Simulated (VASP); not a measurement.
A run of VASP 6.6.1 is set up as follows.

File INCAR:

```
  PREC = Accurate
  ENCUT = 520
  EDIFF = 1E-6
  ISMEAR = 1
  SIGMA = 0.1
  LREAL = F
  LASPH = T
  NELM = 60
  ALGO = Normal
  ISIF = 2
  LWAVE = F
  LCHARG = F
  GGA = CA
  NBANDS = 21
```

Contents of KPOINTS:

```
regular mesh
0
Gamma
  10 10 10
```

POSCAR

```
Sn
1.0
   -2.9196440000      2.9196440000      1.5938000000
    2.9196440000     -2.9196440000      1.5938000000
    2.9196440000      2.9196440000     -1.5938000000
Sn
2
Direct
    0.0000000000      0.0000000000      0.0000000000
    0.7500000000      0.2500000000      0.5000000000
```

Potentials or basis: VASP PAW LDA potentials, release 64 (Sn_d).

Command:

```sh
$ cat potpaw_LDA.64/Sn_d/POTCAR > POTCAR
$ mpirun -np 1 vasp_std > vasp.out
```

(1) Estimate the band gap on the k mesh.

(2) What does it give for the pressure?

Results:

(1) zero (bands 14 and 15 overlap by 3.85 eV).

(2) -2.0 GPa.

Caveat: spin-orbit coupling is left out, which moves the levels of the heavy elements.
